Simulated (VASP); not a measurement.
## ZnS: relaxation of cell and atoms with PBEsol

ZnS:

```
Zn S
1.0
     3.82366    0.00000    0.00000
    -1.91183    3.31139    0.00000
     0.00000    0.00000    6.25471
Zn S
2 2
Direct
  0.33333 0.66667 0.00000
  0.66667 0.33333 0.50000
  0.33333 0.66667 0.38500
  0.66667 0.33333 0.88500
```

```yaml
Program: VASP 6.6.1
Task: relaxation of cell and atoms
Functional: PBEsol
Potentials_or_basis: VASP PAW PBE potentials, release 64 (Zn, S)
Cutoff: 600 eV
k_mesh: 10 × 10 × 6
Occupations: gaussian, width 0.05 eV
Spin: no spin polarisation
Dipole_correction: no
Further_INCAR_settings: ALGO = Normal; EDIFF = 1e-06; IBRION = 2; EDIFFG = -0.01; NSW = 80; ISIF = 3
```

The relaxed volume is 19.27 Å³/atom. The relaxed cell is a = 3.785 Å, b = 3.785 Å, c = 6.213 Å, α = 90.00°, β = 90.00°, γ = 120.00°, the space group after relaxing (to 0.05 Å) is P6_3mc (No. 186) and the energy gained by relaxing is 8.3 meV/atom. The ionic steps are 10, the pressure after relaxing is 0.0 GPa and the band gap on the k mesh is 2.15 eV, direct.

The path:
| step | energy change (eV) | largest force (eV/Å) | pressure (GPa) | volume (Å³) |
| --- | --- | --- | --- | --- |
| 1 | 0.0000 | 0.2968 | -1.81 | 79.19 |
| 2 | -0.0264 | 0.1325 | 0.49 | 76.66 |
| 3 | -0.0264 | 0.1369 | 0.40 | 76.70 |
| 4 | -0.0301 | 0.0510 | 0.08 | 77.02 |
| 5 | -0.0307 | 0.0073 | -0.04 | 77.18 |
| 6 | -0.0308 | 0.0083 | -0.15 | 77.23 |
| 7 | -0.0329 | 0.0034 | -0.10 | 77.22 |
| 8 | -0.0330 | 0.0016 | -0.14 | 77.21 |
| 9 | -0.0330 | 0.0000 | 0.08 | 76.99 |
| 10 | -0.0331 | 0.0010 | 0.01 | 77.10 |

Final structure:
```
CELL_PARAMETERS angstrom
3.78534 0.00000 0.00000
-1.89267 3.27820 0.00000
0.00000 0.00000 6.21317
ATOMIC_POSITIONS crystal
Zn 0.33333 0.66667 0.00543
Zn 0.66667 0.33333 0.50543
S 0.33333 0.66667 0.37957
S 0.66667 0.33333 0.87957
```

Levels at points of the mesh, in eV from the valence-band top:
| k point | band 14 | band 15 | band 16 | band 17 | band 18 | band 19 | band 20 | band 21 | band 22 |
| --- | --- | --- | --- | --- | --- | --- | --- | --- | --- |
| (0.00, 0.00, 0.00) | -0.93 | -0.93 | -0.09 | 0.00 | 0.00 | 2.15 | 3.02 | 6.21 | 6.21 |
| (0.50, 0.00, 0.00) | -4.25 | -3.42 | -2.34 | -1.79 | -0.92 | 3.52 | 4.20 | 4.96 | 6.80 |
| (0.00, 0.00, 0.50) | -2.96 | -0.49 | -0.49 | -0.49 | -0.49 | 3.50 | 3.50 | 6.67 | 6.67 |
| (0.50, 0.00, 0.50) | -5.02 | -1.71 | -1.71 | -1.69 | -1.69 | 3.41 | 3.41 | 5.10 | 5.10 |

Wall time 10 min on 1 thread of Intel Xeon 6975P-C, with other jobs on the host, peak memory 0.3 GiB.

Caveat: the PAW data sets were made with another functional, which shifts forces and pressure a little. Expect the measured gap to be larger: semilocal functionals such as PBEsol lack the derivative discontinuity.
